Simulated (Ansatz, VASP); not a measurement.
**CuH3: VASP beside Ansatz**

```
Cu H
1.0
     2.77391    0.00000    0.00000
     0.00000    2.77391    0.00000
     0.00000    0.00000    2.77391
Cu H
1 3
Cartesian
  0.0000 0.0000 0.0000
  1.3870 1.3870 0.0000
  1.3870 0.0000 1.3870
  0.0000 1.3870 1.3870
```

Change from the starting cell: species swapped into the TiRh3 type (Pm-3m, No. 221).

Alike in both runs: functional PBE; k mesh 6 × 6 × 6; occupations gaussian, width 0.1 eV; no spin polarisation.

Ansatz relaxed the structure, and its values are those at the end. VASP's run is a single point on that final structure, the one shown.

```csv
,VASP,Ansatz
version,VASP 6.6.1,Ansatz 0.2.0
potentials or method,"VASP PAW PBE potentials, release 64 (Cu, H), cutoff 520 eV","scalar-relativistic, plane waves, PAW"
valence electrons in the cell,14,22
```

```csv
,VASP,Ansatz,Ansatz less VASP
gap on the k mesh at the Fermi level (eV),none,none,-
pressure (GPa),0.0,-0.1,-0.10
```

A gap of «none» marks a metal or a gap that the smearing closes. VASP's potentials hold 14 valence electrons a cell and Ansatz's 22, so a difference there can come from the potentials and not from the codes.

The k mesh is coarse, so the values compare programs but aren't converged.
